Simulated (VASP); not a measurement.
# Ir in VASP: notebook

Runs on Ir. Level: PBEsol. Tasks: single point.

Everything below comes from runs of VASP 6.6.1. Logs are shortened: lines on timing, memory, paths and dates and some standing lists are left out, and cuts for length are marked.

**1. The cell of the first run**

The cell holds a slab with vacuum, 5 atoms: a = 2.709 Å, b = 2.709 Å, c = 23.662 Å, α = 90.00°, β = 90.00°, γ = 90.00°.

**2. Single point, PBEsol**

Contents of INCAR:

```
SYSTEM = Ir
PREC = Accurate
ENCUT = 420
EDIFF = 1E-6
ISMEAR = -1
SIGMA = 0.05
LREAL = .False.
LASPH = .True.
NELM = 120
ALGO = Normal
ISIF = 2
LWAVE = .False.
LCHARG = .False.
LDIPOL = .True.
IDIPOL = 3
DIPOL = 0.5 0.5 0.500
GGA = PS
NBANDS = 50
GGA_COMPAT = .False.
NELMDL = -8
```

Contents of KPOINTS:

```
regular mesh
0
Gamma
  13 13 1
  0 0 0
```

Contents of POSCAR:

```
Ir
1.0
    2.7088887785      0.0000000000      0.0000000000
    0.0000000000      2.7088887785      0.0000000000
    0.0000000000      0.0000000000     23.6619000000
Ir
5
Direct
    0.0000000000      0.0000000000      0.3417782078
    0.5000000000      0.5000000000      0.4180576804
    0.0000000000      0.0000000000      0.4999999998
    0.5000000000      0.5000000000      0.5819423198
    0.0000000000      0.0000000000      0.6582217921
```

Potentials or basis: VASP PAW PBE potentials, release 64 (Ir_sv_GW).

Started as:

```console
$ cat potpaw_PBE.64/Ir_sv_GW/POTCAR > POTCAR
$ mpirun -np 1 vasp_std > vasp.out
```

OUTCAR:

```text
SYSTEM = Ir
   PREC = Accurate
   ENCUT = 420
   EDIFF = 1E-6
   ISMEAR = -1
   LREAL = .False.
   LASPH = .True.
   NELM = 120
   ISIF = 2
   GGA = PS
   NELMDL = -8

 ion  position               nearest neighbor table
   1  0.000  0.000  0.342-   2 2.63   2 2.63   2 2.63   2 2.63
   2  0.500  0.500  0.418-   1 2.63   1 2.63   1 2.63   1 2.63   3 2.73   3 2.73   3 2.73   3 2.73

   3  0.000  0.000  0.500-   2 2.73   2 2.73   2 2.73   2 2.73   4 2.73   4 2.73   4 2.73   4 2.73

   4  0.500  0.500  0.582-   5 2.63   5 2.63   5 2.63   5 2.63   3 2.73   3 2.73   3 2.73   3 2.73

   5  0.000  0.000  0.658-   4 2.63   4 2.63   4 2.63   4 2.63

  LATTYP: Found a simple tetragonal cell.
 ALAT       =     2.7088887785
 C/A-ratio  =     8.7349101181

  Lattice vectors:

 A1 = (   2.7088887785,   0.0000000000,   0.0000000000)
 A2 = (   0.0000000000,   2.7088887785,   0.0000000000)
 A3 = (   0.0000000000,   0.0000000000,  23.6619000000)

Analysis of symmetry for initial positions (statically):
=====================================================================
 Subroutine PRICEL returns:
 Original cell was already a primitive cell.

 Routine SETGRP: Setting up the symmetry group for a
 simple tetragonal supercell.

 Subroutine GETGRP returns: Found 16 space group operations
 (whereof 16 operations were pure point group operations)
 out of a pool of 16 trial point group operations.

The static configuration has the point symmetry D_4h.

Analysis of symmetry for dynamics (positions and initial velocities):
=====================================================================
 Subroutine PRICEL returns:
 Original cell was already a primitive cell.

 Routine SETGRP: Setting up the symmetry group for a
 simple tetragonal supercell.

 Subroutine GETGRP returns: Found 16 space group operations
 (whereof 16 operations were pure point group operations)
 out of a pool of 16 trial point group operations.

The dynamic configuration has the point symmetry D_4h.

 Subroutine INISYM returns: Found 16 space group operations
 (whereof 16 operations are pure point group operations),
 and found     1 'primitive' translations

----------------------------------------------------------------------------------------

                                     Primitive cell

  volume of cell :     173.6329

  direct lattice vectors                    reciprocal lattice vectors
     2.708888778  0.000000000  0.000000000     0.369155060  0.000000000  0.000000000
     0.000000000  2.708888778  0.000000000     0.000000000  0.369155060  0.000000000
     0.000000000  0.000000000 23.661900000     0.000000000  0.000000000  0.042262033

  length of vectors
     2.708888778  2.708888778 23.661900000     0.369155060  0.369155060  0.042262033

  position of ions in fractional coordinates (direct lattice)
     0.000000000  0.000000000  0.341778208
     0.500000000  0.500000000  0.418057680
     0.000000000  0.000000000  0.500000000
     0.500000000  0.500000000  0.581942320
     0.000000000  0.000000000  0.658221792

  ion indices of the primitive-cell ions
   primitive index   ion index
                 1           1
                 2           2
                 3           3
                 4           4
                 5           5

----------------------------------------------------------------------------------------

 KPOINTS: regular mesh

Automatic generation of k-mesh.
 Grid dimensions read from file:
 generate k-points for:   13   13    1

 Generating k-lattice:

  Cartesian coordinates                     Fractional coordinates (reciprocal lattice)
     0.028396543  0.000000000  0.000000000     0.076923077  0.000000000  0.000000000
     0.000000000  0.028396543  0.000000000     0.000000000  0.076923077  0.000000000
     0.000000000  0.000000000  0.042262033     0.000000000  0.000000000  1.000000000

  Length of vectors
     0.028396543  0.028396543  0.042262033

  Shift w.r.t. Gamma in fractional coordinates (k-lattice)
     0.000000000  0.000000000  0.000000000

 Subroutine IBZKPT returns following result:
 ===========================================

 Found     28 irreducible k-points:

 Following reciprocal coordinates:
            Coordinates               Weight
  0.000000  0.000000  0.000000      1.000000
  0.076923  0.000000  0.000000      4.000000
  0.153846  0.000000  0.000000      4.000000
  0.230769  0.000000  0.000000      4.000000
  0.307692  0.000000  0.000000      4.000000
  0.384615  0.000000  0.000000      4.000000
[... 16 lines left out ...]
  0.307692  0.307692  0.000000      4.000000
  0.384615  0.307692  0.000000      8.000000
 [... further k-points ...]
   k-points           NKPTS =     28   k-points in BZ     NKDIM =     28   number of bands    NBANDS=     50
   number of dos      NEDOS =    301   number of ions     NIONS =      5
   total plane-waves  NPLWV =  51840
   dimension x,y,z NGX =    18 NGY =   18 NGZ =  160
   dimension x,y,z NGXF=    36 NGYF=   36 NGZF=  320
   ions per type =               5
   NGX,Y,Z   is equivalent  to a cutoff of  11.05, 11.05, 11.24 a.u.
   NGXF,Y,Z  is equivalent  to a cutoff of  22.09, 22.09, 22.48 a.u.
 SYSTEM =  Ir
   PREC   = accura    normal or accurate (medium, high low for compatibility)
   ISTART =      0    job   : 0-new  1-cont  2-samecut
   ICHARG =      2    charge: 1-file 2-atom 10-const
   ISPIN  =      1    spin polarized calculation?
   LNONCOLLINEAR =      F non collinear calculations
   LSORBIT =      F    spin-orbit coupling
   LASPH  =      T    aspherical Exc in radial PAW
   ENCUT  =  420.0 eV  30.87 Ry    5.56 a.u.   4.53  4.53 39.54*2*pi/ulx,y,z
   NELM   =    120;   NELMIN=  2; NELMDL= -8     # of ELM steps
   EDIFF  = 0.1E-05   stopping-criterion for ELM
   LREAL  =      F    real-space projection
   EDIFFG = 0.1E-04   stopping-criterion for IOM
   NSW    =      0    number of steps for IOM
   IBRION =     -1    ionic relax: 0-MD 1-quasi-New 2-CG
   NFREE  =      0    steps in history (QN), initial steepest desc. (CG)
   ISIF   =      2    stress and relaxation
   ISYM   =      2    0-nonsym 1-usesym 2-fastsym
   POTIM  = 0.5000    time-step for ionic-motion
   TEBEG  =    0.0;   TEEND  =   0.0 temperature during run
   PSTRESS=    0.0 pullay stress
   NELECT =      85.0000    total number of electrons
   NUPDOWN=      -1.0000    fix difference up-down
   EMIN   =  10.00;   EMAX   =-10.00  energy-range for DOS
   EFERMI =   0.00;   METHOD = LEGACY
   ISMEAR =    -1;   SIGMA  =   0.05  broadening in eV -4-tet -1-fermi 0-gaus
   EFERMI_NEDOS =   21; number of points for ismear=-14 and -15
   IALGO  =     38    algorithm
   IMIX   =      4    mixing-type and parameters
     AMIX     =   0.40;   BMIX     =  1.00
     AMIX_MAG =   1.60;   BMIX_MAG =  1.00
  volume/ion in A,a.u.               =      34.73       234.35
  Fermi-wavevector in a.u.,A,eV,Ry     =   1.290240  2.438200 22.649879  1.664719
  Thomas-Fermi vector in A             =   2.422084
   LORBIT       =      0    0 simple, 1 ext, 2 COOP (PROOUT), +10 PAW based schemes
   GGA     = PS    functional components
   LHFCALC =     F    Hartree Fock is set to
   AEXX    =    0.0000 exact exchange contribution
   IVDW    =     0    specifies the selected vdW correction
   LEPSILON=     F    determine dielectric tensor
   LRPA    =     F    only Hartree local field effects (RPA)
 non-spin polarized calculation
  energy-cutoff  :      420.00
  volume of cell :      173.63
 maximum number of plane-waves:      3459
 NGX is ok and might be reduce to    18
   NGX =  9   NGY =  9   NGZ = 79

 number of electron      84.9999998 magnetization

 dipolmoment           0.000000      0.000000      0.000000 electrons x Angstroem

 Free energy of the ion-electron system (eV)
  ---------------------------------------------------
  ext. energy  EPLUGINS =         0.00000000
  ---------------------------------------------------
  free energy    TOTEN  =       -48.95059954 eV

  energy without entropy =      -48.91396286  energy(sigma->0) =      -48.93228120

 E-fermi :   1.7928     XC(G=0):  -6.8069

 val. band max:        1.7880256747   @ k =   0.3077   0.0000   0.0000
 cond. band min:       1.8317201931   @ k =   0.4615   0.3846   0.0000
 fundamental gap:      0.0436945184
 Fermi energy:         1.7927564699

 k-point     1 :       0.0000    0.0000    0.0000
  band No.  band energies     occupation
      1     -91.2890      2.00000
      2     -91.2857      2.00000
      3     -91.0275      2.00000
      4     -90.4517      2.00000
      5     -90.4517      2.00000
      6     -48.3517      2.00000
[... 42 lines left out ...]
     49       3.0659      0.00000
     50       3.6754      0.00000

 k-point     2 :       0.0769    0.0000    0.0000
  band No.  band energies     occupation
      1     -91.2875      2.00000
      2     -91.2844      2.00000
      3     -91.0264      2.00000
      4     -90.4504      2.00000
      5     -90.4504      2.00000
      6     -48.3441      2.00000
[... 42 lines left out ...]
     49       3.1414      0.00000
     50       3.3947      0.00000

 k-point     3 :       0.1538    0.0000    0.0000
  band No.  band energies     occupation
      1     -91.2831      2.00000
      2     -91.2805      2.00000
      3     -91.0233      2.00000
      4     -90.4471      2.00000
      5     -90.4470      2.00000
      6     -48.3238      2.00000
[... 42 lines left out ...]
     49       3.1316      0.00000
     50       4.4923      0.00000

 k-point     4 :       0.2308    0.0000    0.0000
  band No.  band energies     occupation
      1     -91.2770      2.00000
      2     -91.2751      2.00000
      3     -91.0190      2.00000
      4     -90.4423      2.00000
      5     -90.4423      2.00000
      6     -48.3051      2.00000
[... 999 lines left out ...]
 k-point    23 :       0.3077    0.3077    0.0000
  band No.  band energies     occupation
      1     -91.2543      2.00000
      2     -91.2539      2.00000
      3     -90.9999      2.00000
      4     -90.4223      2.00000
      5     -90.4223      2.00000
      6     -48.2733      2.00000
[... 42 lines left out ...]
     49       6.4809      0.00000
     50       8.0321      0.00000

 k-point    24 :       0.3846    0.3077    0.0000
  band No.  band energies     occupation
      1     -91.2495      2.00000
      2     -91.2494      2.00000
      3     -90.9957      2.00000
      4     -90.4179      2.00000
      5     -90.4179      2.00000
      6     -48.3379      2.00000
[... 42 lines left out ...]
     49       7.2498      0.00000
     50       8.2958      0.00000

 [... further k-points ...]

------------------------ aborting loop because EDIFF is reached ----------------------------------------

 vacuum level on the upper side and lower side of the slab       (xc-potential included)        -0.182        -0.182

  FORCE on cell =-STRESS in cart. coord.  units (eV):
  Direction    XX          YY          ZZ          XY          YZ          ZX
  --------------------------------------------------------------------------------------
  -------------------------------------------------------------------------------------
  Total       -4.5036245     -4.5036245     -0.9667566      0.0000000      0.0000000     -0.0000000
  in kB      -41.5566747    -41.5566747     -8.9206346      0.0000000      0.0000000     -0.0000000
  external PRESSURE =     -30.6779947 kB  Pullay stress =       0.0000000 kB

 VOLUME and BASIS-vectors are now :
 -----------------------------------------------------------------------------
  energy-cutoff  :      420.00
  volume of cell :      173.63
      direct lattice vectors                 reciprocal lattice vectors
     2.708888778  0.000000000  0.000000000     0.369155060  0.000000000  0.000000000
     0.000000000  2.708888778  0.000000000     0.000000000  0.369155060  0.000000000
     0.000000000  0.000000000 23.661900000     0.000000000  0.000000000  0.042262033

 POSITION                                       TOTAL-FORCE (eV/Angst)
 -----------------------------------------------------------------------------------
      0.00000      0.00000      8.08712        -0.000000     -0.000000     -0.021216
      1.35444      1.35444      9.89204        -0.000000      0.000000      0.014488
      0.00000      0.00000     11.83095        -0.000000     -0.000000     -0.000000
      1.35444      1.35444     13.76986        -0.000000      0.000000     -0.014488
      0.00000      0.00000     15.57478         0.000000     -0.000000      0.021216
 -----------------------------------------------------------------------------------
    total drift:                                0.000000      0.000000      0.000019

  FREE ENERGIE OF THE ION-ELECTRON SYSTEM (eV)
  ---------------------------------------------------
  free  energy   TOTEN  =       -48.9505995377 eV

  energy  without entropy=      -48.9139628638  energy(sigma->0) =      -48.93228120

 vacuum level on the upper side and lower side of the slab         7.323         7.323
```

Run time: 4.6 min. Hardware: 1 thread of Intel Xeon Platinum 8488C (Sapphire Rapids), shared host; peak memory 0.29 GiB.

What came out:

```yaml
Free_energy: -48.9506 eV
Largest_force: 0.021 eV/Å
Band_gap_on_the_k_mesh: zero (an odd number of electrons rules out a gap without spin polarisation)
```

Forces on the atoms (eV/Å):
```
Ir   0.000  0.000 -0.021
Ir   0.000  0.000  0.014
Ir   0.000  0.000  0.000
Ir   0.000  0.000 -0.014
Ir   0.000  0.000  0.021
```

Levels at points of the mesh, in eV from the Fermi level:
```
           k point  band 40  band 41  band 42  band 43  band 44  band 45
(0.00, 0.00, 0.00)    -1.22    -1.11    -0.79     0.12     0.29     0.29
```

Caveat: the PAW data sets were made with another functional, which shifts forces and pressure a little; spin-orbit coupling is left out, which moves the levels of the heavy elements.

**3. Single point, PBEsol**

Contents of INCAR:

```
SYSTEM = Ir
  PREC = Accurate
  ENCUT = 420
  EDIFF = 1E-6
  ISMEAR = -1
  SIGMA = 0.05
  LREAL = .FALSE.
  LASPH = .TRUE.
  NELM = 120
  ALGO = Normal
  ISIF = 2
  LWAVE = .FALSE.
  LCHARG = .FALSE.
  GGA = PS
  NBANDS = 50
  GGA_COMPAT = .FALSE.
  NELMDL = -8
```

Contents of KPOINTS:

```
Automatic mesh
0
G
  13 13 1
  0 0 0
```

POSCAR is that of step 2.

Potentials or basis: VASP PAW PBE potentials, release 64 (Ir_sv_GW).

Started as:

```console
$ cat potpaw_PBE.64/Ir_sv_GW/POTCAR > POTCAR
$ mpirun -np 1 vasp_std > vasp.out
```

Wall time 3.5 min (1 thread of Intel Xeon Platinum 8559C (Emerald Rapids), shared host); peak memory 0.29 GiB.

The run converged. Its results:

```
Free energy            : -48.9506 eV
Largest force          : 0.021 eV/Å
Band gap on the k mesh : zero (an odd number of electrons rules out a gap without spin polarisation)
```

Forces in eV/Å, atoms in the order of the input:
```
Ir   0.000  0.000 -0.021
Ir   0.000  0.000  0.014
Ir   0.000  0.000  0.000
Ir   0.000  0.000 -0.014
Ir   0.000  0.000  0.021
```

Levels at points of the mesh, in eV from the Fermi level:
| k point | band 38 | band 39 | band 40 | band 41 | band 42 | band 43 | band 44 | band 45 | band 46 | band 47 |
| --- | --- | --- | --- | --- | --- | --- | --- | --- | --- | --- |
| (0.00, 0.00, 0.00) | -1.35 | -1.35 | -1.22 | -1.11 | -0.79 | 0.12 | 0.29 | 0.29 | 0.67 | 0.87 |

Caveat: there is no dipole correction, which matters where the two faces differ; the PAW data sets were made with another functional, which shifts forces and pressure a little; spin-orbit coupling is left out, which moves the levels of the heavy elements.

The gap in the log of VASP goes by the Fermi energy; the results here count the filled bands.